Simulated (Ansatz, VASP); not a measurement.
# SiC in VASP and in Ansatz

```
Si C
1.0
     0.00000    2.26517    2.11920
     2.26517    0.00000    2.11920
     2.26517    2.26517    0.00000
Si C
1 1
Direct
  0.00000 0.00000 0.00000
  0.25000 0.25000 0.25000
```

Change from the starting cell: epitaxial_xy strain +4.0%.

Alike in both runs: task single point; functional HSE06; k mesh 8 × 8 × 8; no spin polarisation.

```csv
,VASP,Ansatz
version,VASP 6.6.1,Ansatz 0.2.0
potentials or method,"VASP PAW PBE potentials, release 64 (Si, C)","plane waves, PAW"
plane-wave cutoff (eV),520,420
occupations,"gaussian, width 0.01 eV",fixed
valence electrons in the cell,8,8
```

```csv
,VASP,Ansatz,Ansatz less VASP
gap on the k mesh at the Fermi level (eV),1.60,1.60,-0.003
pressure (GPa),-12.3,-12.0,+0.32
"traceless stress, the component that is largest in VASP (GPa)",10.70,10.63,-0.065
```

Ansatz's warnings: stress exchange threshold loose, stress scf threshold loose.
